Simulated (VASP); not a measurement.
Nb3N4: relaxation of cell and atoms with PBE

The system is Nb3N4.

```
Nb N
1.0
     4.58204    0.00000    0.00000
     0.00000    4.58204    0.00000
     0.00000    0.00000    4.58204
Nb N
3 4
Cartesian
  0.0000 0.0000 2.2910
  2.2910 0.0000 0.0000
  0.0000 2.2910 0.0000
  3.3164 1.2657 1.2657
  1.2657 3.3164 1.2657
  1.2657 1.2657 3.3164
  3.3164 3.3164 3.3164
```

The cell was generated, and may not be a known phase.

```json
{
 "Program": "VASP 6.6.1",
 "Task": "relaxation of cell and atoms",
 "Functional": "PBE",
 "Potentials or basis": "VASP PAW PBE potentials, release 64 (Nb_sv, N)",
 "Cutoff": "600 eV",
 "k mesh": "4 × 4 × 4",
 "Occupations": "gaussian, width 0.1 eV",
 "Spin": "no spin polarisation",
 "Dipole correction": "no",
 "Further INCAR settings": "ALGO = Normal; EDIFF = 1e-06; IBRION = 2; EDIFFG = -0.04; NSW = 90; ISIF = 3"
}
```

| Item | Value |
| --- | --- |
| Relaxed volume | 14.94 Å³/atom |
| Relaxed cell | a = 4.711 Å, b = 4.711 Å, c = 4.711 Å, α = 90.00°, β = 90.00°, γ = 90.00° |
| Space group after relaxing (to 0.1 Å) | P-43m (No. 215) |
| Energy gained by relaxing | 160.6 meV/atom |
| Ionic steps | 8 |
| Pressure after relaxing | 0.1 GPa |
| Largest force after relaxing | 0.008 eV/Å |
| Band gap on the k mesh | zero (an odd number of electrons rules out a gap without spin polarisation) |

Forces on the atoms (eV/Å):
```
Nb   0.000  0.000  0.000
Nb   0.000  0.000  0.000
Nb   0.000  0.000  0.000
N    0.005 -0.005 -0.005
N   -0.005  0.005 -0.005
N   -0.005 -0.005  0.005
N    0.005  0.005  0.005
```

The path:
```
step  energy change (eV)  largest force (eV/Å)  pressure (GPa)  volume (Å³)
   1              0.0000                2.2037           -6.76        96.20
   2             -0.0741                0.2546           23.69        88.35
   3             -0.3486                0.9416            7.69        91.93
   4             -0.7830                0.7067            3.75        96.64
   5             -1.1085                0.2274           -2.84       105.87
   6             -1.1091                0.2555           -2.49       105.35
   7             -1.0757                0.4252            5.00       103.13
   8             -1.1242                0.0085            0.07       104.55
```

Final structure:
```yaml
crystal:
  lattice:
    - [4.71099, 0.00000, 0.00000]
    - [0.00000, 4.71099, 0.00000]
    - [0.00000, 0.00000, 4.71099]
  atoms:
    - { symbol: Nb, position: [0.00000, 0.00000, 0.50000] }
    - { symbol: Nb, position: [0.50000, 0.00000, 0.00000] }
    - { symbol: Nb, position: [0.00000, 0.50000, 0.00000] }
    - { symbol: N, position: [0.76172, 0.23828, 0.23828] }
    - { symbol: N, position: [0.23828, 0.76172, 0.23828] }
    - { symbol: N, position: [0.23828, 0.23828, 0.76172] }
    - { symbol: N, position: [0.76172, 0.76172, 0.76172] }
```

Levels at points of the mesh, in eV from the Fermi level:
```
           k point  band 27  band 28  band 29  band 30  band 31  band 32
(0.00, 0.00, 0.00)    -2.37    -2.37    -0.49    -0.49    -0.49     1.01
(0.50, 0.00, 0.00)    -2.49    -2.49    -0.54     0.03     0.03     0.32
(0.50, 0.50, 0.00)    -3.53    -3.53     0.08     0.53     0.53     1.23
(0.50, 0.50, 0.50)    -3.60    -3.60     0.89     0.89     0.89     1.23
```

Run time: 7.6 min on 1 thread of Intel Xeon 8259CL, with other jobs on the host, peak memory 0.26 GiB.
